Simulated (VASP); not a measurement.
# WSe2 (P6_3/mmc) in VASP: further runs

Aim: see how the results for WSe2 move with the level of theory and the settings. Levels: PBE, PBEsol. Tasks: single point.

All numbers are computed with VASP 6.6.1; they aren't measurements. Logs are shortened: lines on timing, memory, paths and dates and some standing lists are left out, and cuts for length are marked.

**The experiment to reproduce.**

From “Time-resolved XUV ARPES with tunable 24–33 eV laser pulses at 30 meV resolution”, 2019, pmc:6684652, for a bulk crystal of WSe2: band gap 1.3 eV (indirect).

The runs below are set against these values where they give the same quantity.

### 1 The cell of the first run

It takes space group P6_3/mmc (No. 194, hexagonal). Conventional cell: a = 3.321 Å, b = 3.321 Å, c = 15.269 Å, α = 90.00°, β = 90.00°, γ = 120.00°. W (site symmetry -6m2) has 6 Se at 2.55 Å and 6 W at 3.32 Å within 3.4 Å. Within 3.4 Å of Se (site symmetry 3m) lie 3 W at 2.55 Å and 7 Se at 3.32 to 3.36 Å.

### 2 Single point, PBE, collinear spin

Contents of INCAR:

```
SYSTEM = WSe2
  PREC = Accurate
  ENCUT = 520
  EDIFF = 1E-7
  ISMEAR = 0
  SIGMA = 0.05
  LREAL = .False.
  LASPH = .True.
  NELM = 150
  ALGO = Normal
  ISIF = 2
  LWAVE = .False.
  LCHARG = .False.
  ISPIN = 2
  MAGMOM = 0.05 0.05 0 0 0 0
  LORBIT = 11
  LMAXMIX = 4
  GGA = PE
  NBANDS = 39
```

Contents of KPOINTS:

```
regular mesh
0
Gamma
  10 10 2
  0 0 0
```

Contents of POSCAR:

```
WSe2
1.0
    3.3206726644      0.0000000000      0.0000000000
   -1.6603363322      2.8757868850      0.0000000000
    0.0000000000      0.0000000000     15.2692400593
W Se
2 4
Direct
    0.3333333333      0.6666666667      0.2500000000
    0.6666666667      0.3333333333      0.7500000000
    0.3333333333      0.6666666667      0.6400904823
    0.6666666667      0.3333333333      0.1400904823
    0.3333333333      0.6666666667      0.8599095177
    0.6666666667      0.3333333333      0.3599095177
```

Potentials or basis: VASP PAW PBE potentials, release 64 (W_sv, Se).

The run is started by

```bash
$ cat potpaw_PBE.64/W_sv/POTCAR potpaw_PBE.64/Se/POTCAR > POTCAR
$ mpirun -np 1 vasp_std > vasp.out
```

OUTCAR:

```text
SYSTEM = WSe2
   PREC = Accurate
   ENCUT = 520
   EDIFF = 1E-7
   ISMEAR = 0
   LREAL = .False.
   LASPH = .True.
   NELM = 150
   ISIF = 2
   ISPIN = 2
   LORBIT = 11
   GGA = PE

 ion  position               nearest neighbor table
   1  0.333  0.667  0.250-   4 2.55   6 2.55   4 2.55   6 2.55   4 2.55   6 2.55
   2  0.667  0.333  0.750-   3 2.55   5 2.55   3 2.55   5 2.55   3 2.55   5 2.55
   3  0.333  0.667  0.640-   2 2.55   2 2.55   2 2.55
   4  0.667  0.333  0.140-   1 2.55   1 2.55   1 2.55
   5  0.333  0.667  0.860-   2 2.55   2 2.55   2 2.55
   6  0.667  0.333  0.360-   1 2.55   1 2.55   1 2.55

  LATTYP: Found a hexagonal cell.
 ALAT       =     3.3206726644
 C/A-ratio  =     4.5982370449

  Lattice vectors:

 A1 = (   3.3206726644,   0.0000000000,   0.0000000000)
 A2 = (  -1.6603363322,   2.8757868850,   0.0000000000)
 A3 = (   0.0000000000,   0.0000000000,  15.2692400593)

Analysis of symmetry for initial positions (statically):
=====================================================================
 Subroutine PRICEL returns:
 Original cell was already a primitive cell.

 Routine SETGRP: Setting up the symmetry group for a
 hexagonal supercell.

 Subroutine GETGRP returns: Found 24 space group operations
 (whereof 12 operations were pure point group operations)
 out of a pool of 24 trial point group operations.

The static configuration has the point symmetry D_3d.
 The point group associated with its full space group is D_6h.

Analysis of symmetry for dynamics (positions and initial velocities):
=====================================================================
 Subroutine PRICEL returns:
 Original cell was already a primitive cell.

 Routine SETGRP: Setting up the symmetry group for a
 hexagonal supercell.

 Subroutine GETGRP returns: Found 24 space group operations
 (whereof 12 operations were pure point group operations)
 out of a pool of 24 trial point group operations.

The dynamic configuration has the point symmetry D_3d.
 The point group associated with its full space group is D_6h.

Analysis of structural, dynamic, and magnetic symmetry:
=====================================================================
 Subroutine PRICEL returns:
 Original cell was already a primitive cell.

 Routine SETGRP: Setting up the symmetry group for a
 hexagonal supercell.

 Subroutine GETGRP returns: Found 24 space group operations
 (whereof 12 operations were pure point group operations)
 out of a pool of 24 trial point group operations.

The overall configuration has the point symmetry D_3d.
 The point group associated with its full space group is D_6h.

 Subroutine INISYM returns: Found 24 space group operations
[... 146 lines left out ...]
 Free energy of the ion-electron system (eV)
  ---------------------------------------------------
  ext. energy  EPLUGINS =         0.00000000
  ---------------------------------------------------
  free energy    TOTEN  =       -43.25666564 eV

  energy without entropy =      -43.25666564  energy(sigma->0) =      -43.25666564

 E-fermi :   4.2703     XC(G=0):  -9.5105

 val. band max:        4.0479277178   @ k =   0.0000   0.0000   0.0000
 cond. band min:       5.6855983029   @ k =   0.2000   0.2000   0.0000
 fundamental gap:      1.6376705851
 Fermi energy:         4.2702651183

 spin component 1

 k-point     1 :       0.0000    0.0000    0.0000
  band No.  band energies     occupation
      1     -69.9535      1.00000
      2     -69.9535      1.00000
      3     -34.1723      1.00000
      4     -34.1723      1.00000
      5     -34.0709      1.00000
      6     -34.0709      1.00000
[... 973 lines left out ...]
     37      11.3287      0.00000
     38      11.3287      0.00000

 [... further k-points ...]

 spin component 2

 k-point     1 :       0.0000    0.0000    0.0000
  band No.  band energies     occupation
      1     -69.9535      1.00000
      2     -69.9535      1.00000
      3     -34.1723      1.00000
      4     -34.1723      1.00000
      5     -34.0709      1.00000
      6     -34.0709      1.00000
[... 973 lines left out ...]
     37      11.3287      0.00000
     38      11.3287      0.00000

 [... further k-points ...]

 [bands above 38 left out]

------------------------ aborting loop because EDIFF is reached ----------------------------------------

  FORCE on cell =-STRESS in cart. coord.  units (eV):
  Direction    XX          YY          ZZ          XY          YZ          ZX
  --------------------------------------------------------------------------------------
  -------------------------------------------------------------------------------------
  Total        0.1997881      0.1997881      0.2789940      0.0000000      0.0000000      0.0000000
  in kB        2.1952297      2.1952297      3.0655279      0.0000000      0.0000000      0.0000000
  external PRESSURE =       2.4853291 kB  Pullay stress =       0.0000000 kB

 VOLUME and BASIS-vectors are now :
 -----------------------------------------------------------------------------
  energy-cutoff  :      520.00
  volume of cell :      145.81
      direct lattice vectors                 reciprocal lattice vectors
     3.320672664  0.000000000  0.000000000     0.301143805  0.173865457  0.000000000
    -1.660336332  2.875786885  0.000000000     0.000000000  0.347730913  0.000000000
     0.000000000  0.000000000 15.269240059     0.000000000  0.000000000  0.065491144

 POSITION                                       TOTAL-FORCE (eV/Angst)
 -----------------------------------------------------------------------------------
     -0.00000      1.91719      3.81731         0.000000     -0.000000      0.000000
      1.66034      0.95860     11.45193        -0.000000      0.000000      0.000000
     -0.00000      1.91719      9.77370        -0.000000     -0.000000     -0.044067
      1.66034      0.95860      2.13908         0.000000      0.000000     -0.044067
     -0.00000      1.91719     13.13016        -0.000000     -0.000000      0.044067
      1.66034      0.95860      5.49554         0.000000      0.000000      0.044067
 -----------------------------------------------------------------------------------
    total drift:                               -0.000000      0.000000     -0.000000

  FREE ENERGIE OF THE ION-ELECTRON SYSTEM (eV)
  ---------------------------------------------------
  free  energy   TOTEN  =       -43.2566656442 eV

  energy  without entropy=      -43.2566656442  energy(sigma->0) =      -43.25666564

 total charge

# of ion       s       p       d       tot
------------------------------------------
    1        2.307   6.269   3.351  11.927
    2        2.307   6.269   3.351  11.927
    3        1.474   2.346   0.066   3.886
    4        1.474   2.346   0.066   3.886
    5        1.474   2.346   0.066   3.886
    6        1.474   2.346   0.066   3.886
--------------------------------------------------
tot         10.509  21.923   6.967  39.398

 magnetization (x)

# of ion       s       p       d       tot
------------------------------------------
    1       -0.000  -0.000  -0.000  -0.000
    2       -0.000  -0.000  -0.000  -0.000
    3       -0.000  -0.000  -0.000  -0.000
    4       -0.000  -0.000  -0.000  -0.000
    5       -0.000  -0.000  -0.000  -0.000
    6       -0.000  -0.000  -0.000  -0.000
--------------------------------------------------
tot         -0.000  -0.000  -0.000  -0.000
```

It took 5.6 min on 1 thread of AMD EPYC 9R14 (Zen 4), shared host; peak memory 0.46 GiB.

Results:

| Quantity | Value |
| --- | --- |
| Free energy | -43.2567 eV |
| Pressure | 0.2 GPa |
| Largest force | 0.044 eV/Å |
| Band gap on the k mesh | 1.64 eV (least direct gap 1.81 eV) |
| Net moment | 0.00 μB per cell |
| Valence electrons inside the program's atomic spheres | W 11.93; Se 3.89 |

Forces in eV/Å, atoms in the order of the input:
```
W    0.000  0.000  0.000
W    0.000  0.000  0.000
Se   0.000  0.000 -0.044
Se   0.000  0.000 -0.044
Se   0.000  0.000  0.044
Se   0.000  0.000  0.044
```

Stress tensor (GPa, compression positive):
```
0.22 0.00 0.00
0.00 0.22 0.00
0.00 0.00 0.31
```

Caveat: spin-orbit coupling is left out, which moves the levels of the heavy elements; this functional lacks dispersion, which binds the layers, so the pressure and a relaxed spacing across them are unreliable.

### 3 Single point, PBE, collinear spin (26.00 Å³/atom)

This run uses another cell than the first one, of 26.00 Å³/atom.

Contents of INCAR:

```
ALGO = Normal
EDIFF = 1E-6
ENCUT = 520
GGA = PE
ISIF = 2
ISMEAR = 0
ISPIN = 2
LASPH = T
LCHARG = F
LMAXMIX = 4
LORBIT = 11
LREAL = F
LWAVE = F
MAGMOM = 0.05 0.05 0 0 0 0
NBANDS = 39
NELM = 150
PREC = Accurate
SIGMA = 0.05
```

Contents of KPOINTS:

```
k-points
0
Gamma
  10 10 2
```

Contents of POSCAR:

```
WSe2
1.0
    3.3215164955      0.0000000000      0.0000000000
   -1.6607582477      2.8765176642      0.0000000000
    0.0000000000      0.0000000000     16.3297865374
W Se
2 4
Direct
    0.3333333333      0.6666666667      0.2500000000
    0.6666666667      0.3333333333      0.7500000000
    0.3333333333      0.6666666667      0.6472613369
    0.6666666667      0.3333333333      0.1472613369
    0.3333333333      0.6666666667      0.8527386631
    0.6666666667      0.3333333333      0.3527386631
```

Potentials or basis: VASP PAW PBE potentials, release 64 (W_sv, Se).

The run is started by

```bash
$ cat potpaw_PBE.64/W_sv/POTCAR potpaw_PBE.64/Se/POTCAR > POTCAR
$ mpirun -np 1 vasp_std > vasp.out
```

Wall time 4.6 min (1 thread of Intel Xeon 6975P-C (Granite Rapids), shared host); peak memory 0.51 GiB.

The run converged. Its results:

| Property | Result |
| --- | --- |
| Free energy | -43.2549 eV |
| Pressure | 0.2 GPa |
| Largest force | 0.049 eV/Å |
| Band gap on the k mesh | 1.75 eV (least direct gap 1.82 eV) |
| Net moment | 0.00 μB per cell |
| Valence electrons inside the program's atomic spheres | W 11.93; Se 3.89 |

Forces on the atoms (eV/Å):
```
W    0.000  0.000  0.000
W    0.000  0.000  0.000
Se   0.000  0.000 -0.049
Se   0.000  0.000 -0.049
Se   0.000  0.000  0.049
Se   0.000  0.000  0.049
```

Stress tensor (GPa, compression positive):
```
0.15 0.00 0.00
0.00 0.15 0.00
0.00 0.00 0.26
```

Levels at points of the mesh, in eV from the valence-band top:
Spin up:
| k point | band 22 | band 23 | band 24 | band 25 | band 26 | band 27 | band 28 | band 29 | band 30 | band 31 |
| --- | --- | --- | --- | --- | --- | --- | --- | --- | --- | --- |
| (0.00, 0.00, 0.00) | -1.12 | -1.11 | -1.11 | -0.33 | -0.05 | 3.02 | 3.02 | 3.02 | 3.02 | 3.18 |
| (0.50, 0.00, 0.00) | -1.99 | -0.86 | -0.85 | -0.83 | -0.83 | 2.46 | 2.47 | 2.81 | 2.86 | 3.67 |
| (0.00, 0.00, 0.50) | -1.11 | -1.11 | -1.11 | -0.17 | -0.17 | 3.02 | 3.02 | 3.02 | 3.02 | 3.19 |
| (0.50, 0.00, 0.50) | -1.99 | -0.86 | -0.86 | -0.83 | -0.83 | 2.46 | 2.46 | 2.83 | 2.83 | 3.78 |
Spin down:
| k point | band 22 | band 23 | band 24 | band 25 | band 26 | band 27 | band 28 | band 29 | band 30 | band 31 |
| --- | --- | --- | --- | --- | --- | --- | --- | --- | --- | --- |
| (0.00, 0.00, 0.00) | -1.12 | -1.11 | -1.11 | -0.33 | -0.05 | 3.02 | 3.02 | 3.02 | 3.02 | 3.18 |
| (0.50, 0.00, 0.00) | -1.99 | -0.86 | -0.85 | -0.83 | -0.83 | 2.46 | 2.47 | 2.81 | 2.86 | 3.67 |
| (0.00, 0.00, 0.50) | -1.11 | -1.11 | -1.11 | -0.17 | -0.17 | 3.02 | 3.02 | 3.02 | 3.02 | 3.19 |
| (0.50, 0.00, 0.50) | -1.99 | -0.86 | -0.86 | -0.83 | -0.83 | 2.46 | 2.46 | 2.83 | 2.83 | 3.78 |

Caveat: spin-orbit coupling is left out, which moves the levels of the heavy elements; this functional lacks dispersion, which binds the layers, so the pressure and a relaxed spacing across them are unreliable.

### 4 Single point, PBEsol, collinear spin

Contents of INCAR:

```
SYSTEM = WSe2
  PREC = Accurate
  ENCUT = 520
  EDIFF = 1E-7
  ISMEAR = 0
  SIGMA = 0.05
  LREAL = .False.
  LASPH = .True.
  NELM = 150
  ALGO = Normal
  ISIF = 2
  LWAVE = .False.
  LCHARG = .False.
  ISPIN = 2
  MAGMOM = 0.05 0.05 0 0 0 0
  LORBIT = 11
  LMAXMIX = 4
  GGA = PS
  NBANDS = 39
```

Contents of KPOINTS:

```
regular mesh
0
Gamma
  10 10 2
  0 0 0
```

Contents of POSCAR:

```
WSe2
1.0
    3.3206726644      0.0000000000      0.0000000000
   -1.6603363322      2.8757868850      0.0000000000
    0.0000000000      0.0000000000     15.2692400593
W Se
2 4
Direct
    0.3333333333      0.6666666667      0.2500000000
    0.6666666667      0.3333333333      0.7500000000
    0.3333333333      0.6666666667      0.6400904823
    0.6666666667      0.3333333333      0.1400904823
    0.3333333333      0.6666666667      0.8599095177
    0.6666666667      0.3333333333      0.3599095177
```

The run is started by

```bash
$ cat potpaw_PBE.64/W_sv/POTCAR potpaw_PBE.64/Se/POTCAR > POTCAR
$ mpirun -np 1 vasp_std > vasp.out
```

It took 9.4 min on 1 thread of Intel Xeon 8259CL, shared host; peak memory 0.5 GiB.

The run converged. Its results:

| Item | Value |
| --- | --- |
| Free energy | -46.4426 eV |
| Pressure | -3.4 GPa |
| Largest force | 0.343 eV/Å |
| Band gap on the k mesh | 1.62 eV (least direct gap 1.81 eV) |
| Net moment | 0.00 μB per cell |
| Valence electrons inside the program's atomic spheres | W 11.94; Se 3.88 |

Forces on the atoms (eV/Å):
```
W    0.000  0.000  0.000
W    0.000  0.000  0.000
Se   0.000  0.000  0.343
Se   0.000  0.000  0.343
Se   0.000  0.000 -0.343
Se   0.000  0.000 -0.343
```

Stress tensor (GPa, compression positive):
```
-3.72  0.00  0.00
 0.00 -3.72  0.00
 0.00  0.00 -2.91
```

Levels at points of the mesh, in eV from the valence-band top:
Spin up:
| k point | band 22 | band 23 | band 24 | band 25 | band 26 | band 27 | band 28 | band 29 | band 30 | band 31 |
| --- | --- | --- | --- | --- | --- | --- | --- | --- | --- | --- |
| (0.00, 0.00, 0.00) | -1.15 | -1.14 | -1.14 | -0.46 | 0.00 | 2.98 | 2.98 | 2.99 | 2.99 | 3.15 |
| (0.50, 0.00, 0.00) | -2.02 | -0.91 | -0.89 | -0.86 | -0.84 | 2.42 | 2.43 | 2.74 | 2.83 | 3.52 |
| (0.00, 0.00, 0.50) | -1.15 | -1.15 | -1.15 | -0.18 | -0.18 | 2.98 | 2.98 | 2.98 | 2.98 | 3.16 |
| (0.50, 0.00, 0.50) | -2.03 | -0.90 | -0.90 | -0.85 | -0.85 | 2.42 | 2.42 | 2.79 | 2.79 | 3.70 |
Spin down:
```csv
k point,band 22,band 23,band 24,band 25,band 26,band 27,band 28,band 29,band 30,band 31
"(0.00, 0.00, 0.00)",-1.15,-1.14,-1.14,-0.46,0.00,2.98,2.98,2.99,2.99,3.15
"(0.50, 0.00, 0.00)",-2.02,-0.91,-0.89,-0.86,-0.84,2.42,2.43,2.74,2.83,3.52
"(0.00, 0.00, 0.50)",-1.15,-1.15,-1.15,-0.18,-0.18,2.98,2.98,2.98,2.98,3.16
"(0.50, 0.00, 0.50)",-2.03,-0.90,-0.90,-0.85,-0.85,2.42,2.42,2.79,2.79,3.70
```

Caveat: the cell stands under tension; the PAW data sets were made with another functional, which shifts forces and pressure a little; spin-orbit coupling is left out, which moves the levels of the heavy elements; this functional lacks dispersion, which binds the layers, so the pressure and a relaxed spacing across them are unreliable. A k mesh can miss the band edges.

### 5 Overview

```tsv
level	cell	gap on the mesh (eV)	pressure (GPa)	moment (μB)	largest force (eV/Å)
PBE	a = 3.321, b = 3.321, c = 15.269 Å, angles 90.0, 90.0, 120.0°, 6 atoms, atomic positions A	1.64	0.2	0.00	0.04
PBE	a = 3.322, b = 3.322, c = 16.330 Å, angles 90.0, 90.0, 120.0°, 6 atoms, atomic positions B	1.75	0.2	0.00	0.05
PBEsol	a = 3.321, b = 3.321, c = 15.269 Å, angles 90.0, 90.0, 120.0°, 6 atoms, atomic positions A	1.62	-3.4	0.00	0.34
```

Alike in all rows: task single point; potentials or basis VASP PAW PBE potentials, release 64 (W_sv, Se); spin collinear; k mesh 10 × 10 × 2; cutoff (eV) 520; smearing gaussian 0.05 eV.

Caveats: spin-orbit coupling is left out, which moves the levels of the heavy elements; this functional lacks dispersion, which binds the layers, so the pressure and a relaxed spacing across them are unreliable; the cell stands under tension (at least some runs); the PAW data sets were made with another functional, which shifts forces and pressure a little (at least some runs).

Absolute energies hang on the potentials; compare differences alone.

### 6 Against experiment

Step 2. A measured gap of WSe2 is 1.3 eV (indirect; “Time-resolved XUV ARPES with tunable 24–33 eV laser pulses at 30 meV resolution”, 2019, pmc:6684652); the calculated 1.64 eV misses it by +0.34 eV. Spin-orbit coupling on Se, W is left out. The value is that of PBE on a finite k mesh, which can miss the band edges, without temperature or zero-point motion.

Step 3. Measured gap of WSe2: 1.3 eV (indirect; “Time-resolved XUV ARPES with tunable 24–33 eV laser pulses at 30 meV resolution”, 2019, pmc:6684652). This calculation gives 1.75 eV (+0.45 eV). Spin-orbit coupling on Se, W is left out. The value is that of PBE on a finite k mesh, which can miss the band edges, without temperature or zero-point motion.
